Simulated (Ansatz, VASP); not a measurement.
**Two plane-wave programs on BaTe**

File INCAR:

```
PREC = Accurate ; ENCUT = 520
EDIFF = 1E-6 ; ISMEAR = 0
SIGMA = 0.02 ; LREAL = False
LASPH = True ; NELM = 80
ALGO = Normal ; ISIF = 2
LWAVE = False ; LCHARG = False
GGA = PE ; NBANDS = 24
```

KPOINTS

```
Automatic mesh
0
Gamma
  6 6 4
```

The input POSCAR:

```
BaTe
1.0
    3.4802895409      3.4802895409      0.0000000000
   -3.4802895409      3.4802895409      0.0000000000
    0.0000000000      0.0000000000      7.0947207862
Ba Te
2 2
Direct
    0.0000000000      0.0000000000      0.0000000000
    0.5000000000      0.5000000000      0.5000000000
    0.5000000000      0.5000000000      0.0000000000
    0.0000000000      0.0000000000      0.5000000000
```

Input for Ansatz:

```yaml
crystal:
  lattice:
    - [3.4802895409, 3.4802895409, 0.0]
    - [-3.4802895409, 3.4802895409, 0.0]
    - [0.0, 0.0, 7.0947207862]
  atoms:
    - { symbol: Ba, position: [0.0, 0.0, 0.0] }
    - { symbol: Ba, position: [0.5, 0.5, 0.5] }
    - { symbol: Te, position: [0.5, 0.5, 0.0] }
    - { symbol: Te, position: [0.0, 0.0, 0.5] }
basis:
  ecutwfc: 420
kpoints:
  mp_grid: { grid: [6, 6, 4] }
  band_path: { path: [VBM, CBM], npoints: 2 }
hamiltonian:
  xc: pbe
scf:
  occupations: { method: gaussian, width: 0.02 }
output:
  forces: true
  stress: true
  eigenvalues: true
checkpoint:
  read: start.run
  write: ck
  compress: false
  write_wavefunctions: false
  write_every: 100000
```

Alike in both runs: task single point; functional PBE; k mesh 6 × 6 × 4; occupations gaussian, width 0.02 eV; no spin polarisation.

|  | VASP | Ansatz |
| --- | --- | --- |
| version | VASP 6.6.1 | Ansatz 0.2.0 |
| potentials or method | VASP PAW PBE potentials, release 64 (Ba_sv, Te), cutoff 520 eV | scalar-relativistic, plane waves, PAW |
| valence electrons in the cell | 32 | 52 |

Ansatz gave:

* gap on the k mesh at the Fermi level (eV): 1.59
* least direct gap on the mesh (eV): 1.59
* pressure (GPa): 0.8
* traceless stress, the component that is largest in VASP (GPa): -0.80

Problem. What did VASP give for the same quantities?

Solution. gap on the k mesh at the Fermi level (eV): 1.51; least direct gap on the mesh (eV): 1.51; pressure (GPa): 1.1; traceless stress, the component that is largest in VASP (GPa): -0.85.

VASP's potentials hold 32 valence electrons a cell and Ansatz's 52, so a difference there can come from the potentials and not from the codes.

Spin-orbit coupling is off throughout.
